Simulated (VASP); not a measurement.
Set up this calculation in VASP 6.6.1, as the native input.

* Task: single point
* Functional: PBEsol
* Potentials or basis: VASP PAW PBE potentials, release 64 (Nb_sv)
* Cutoff: 520 eV
* k mesh: 9 × 9 × 13
* Occupations: fermi-dirac, width 0.1 eV
* Spin: no spin polarisation
* Dipole correction: no
* Further INCAR settings: ALGO = Normal; EDIFF = 1e-07; NBANDS = 26

The structure of Nb lies in POSCAR:

```
Nb
1.0
    4.8892896014      0.0000000000      0.0000000000
   -2.4446448007      4.2342490012      0.0000000000
    0.0000000000      0.0000000000      2.6908431152
Nb
3
Direct
    0.0000000000      1.0000000000      1.0000000000
    0.3333333333      0.6666666667      0.5000000000
    0.6666666667      0.3333333333      0.5000000000
```

This cell differs from its parent crystal: volume scaled by 1.04.

One way to write it, as run:

INCAR

```
SYSTEM = Nb
ALGO = Normal
EDIFF = 1E-7
ENCUT = 520
GGA = PS
ISIF = 2
ISMEAR = -1
LASPH = .True.
LCHARG = .False.
LREAL = .False.
LWAVE = .False.
NBANDS = 26
NELM = 80
PREC = Accurate
SIGMA = 0.1
```

KPOINTS

```
k-points
0
Gamma
  9 9 13
  0 0 0
```

Potentials or basis: VASP PAW PBE potentials, release 64 (Nb_sv).

Command:

```bash
$ cat potpaw_PBE.64/Nb_sv/POTCAR > POTCAR
$ mpirun -np 1 vasp_std > vasp.out
```

Results of the run:

```
Pressure : -6.6 GPa
```

Caveat: the PAW data sets were made with another functional, which shifts forces and pressure a little.

It took 98 s on 1 thread of Intel(R) Xeon(R) Platinum 8259CL CPU @ 2.50GHz (Skylake/Cascade Lake), on a shared host, peak memory 0.22 GiB.
